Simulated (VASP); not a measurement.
# W8C9F3: single point with PBEsol

The system is W8C9F3, a slab with vacuum.

```
W C F
1.0
     5.77632    0.00000    0.00000
    -2.88816    5.00244    0.00000
     0.00000    0.00000   16.23846
W C F
8 9 3
Cartesian
  0.0000 0.0000 1.0000
  0.0295 0.0522 3.8472
  -1.4441 2.5012 1.0000
  -1.4120 2.5522 3.8216
  2.8882 0.0000 1.0000
  2.9355 0.0596 3.8660
  1.4441 2.5012 1.0000
  1.4753 2.5437 3.8197
  1.4601 0.8458 2.3169
  1.4817 0.8840 4.9525
  0.0155 3.3565 2.3076
  0.0261 3.3914 4.9335
  4.3467 0.8529 2.3330
  4.4169 0.9527 5.1419
  2.8969 3.3523 2.3011
  2.9340 3.3908 4.9321
  -1.2054 1.2017 6.6416
  -1.1539 0.0627 7.3505
  -0.0703 1.8816 6.9553
  -2.2149 1.9445 7.1429
```

```json
{"Program": "VASP 6.6.1", "Task": "single point", "Functional": "PBEsol", "Potentials or basis": "VASP PAW PBE potentials, release 64 (W_sv, C, F)", "Cutoff": "520 eV", "k mesh": "3 × 3 × 1", "Occupations": "fermi-dirac, width 0.15 eV", "Spin": "no spin polarisation"}
```

| Quantity | Value |
| --- | --- |
| Largest force | 0.587 eV/Å |
| Band gap on the k mesh | zero (an odd number of electrons rules out a gap without spin polarisation) |

Forces on the atoms (eV/Å):
```
W    0.040  0.279  0.106
W   -0.021  0.009 -0.043
W    0.146  0.079 -0.100
W   -0.004 -0.023 -0.039
W    0.265  0.284  0.245
W    0.015  0.011 -0.045
W    0.107  0.142 -0.248
W   -0.006  0.002 -0.032
C    0.004  0.006  0.001
C   -0.003 -0.008  0.100
C    0.002  0.003  0.002
C   -0.006 -0.014  0.104
C    0.002 -0.001 -0.001
C   -0.044 -0.050  0.018
C   -0.002  0.002 -0.003
C   -0.001 -0.009  0.106
C   -0.164 -0.229 -0.508
F   -0.116 -0.558  0.140
F    0.223  0.036  0.079
F   -0.437  0.040  0.119
```

Levels at points of the mesh, in eV from the Fermi level:
```csv
k point,band 82,band 83,band 84,band 85,band 86,band 87,band 88,band 89
"(0.00, 0.00, 0.00)",0.23,0.32,0.49,0.49,0.52,1.30,1.35,1.53
```

Wall time 7 min on 1 thread of Intel(R) Xeon(R) 6975P-C (Granite Rapids), with other jobs on the host, peak memory 0.67 GiB.

Caveat: the k points lie up to 0.42 Å⁻¹ apart, too coarse for converged energies and pressures of a metal; the PAW data sets were made with another functional, which shifts forces and pressure a little; spin-orbit coupling is left out, which moves the levels of the heavy elements; an odd number of electrons without spin polarisation forces a metal; a magnetic or distorted state may lie lower.
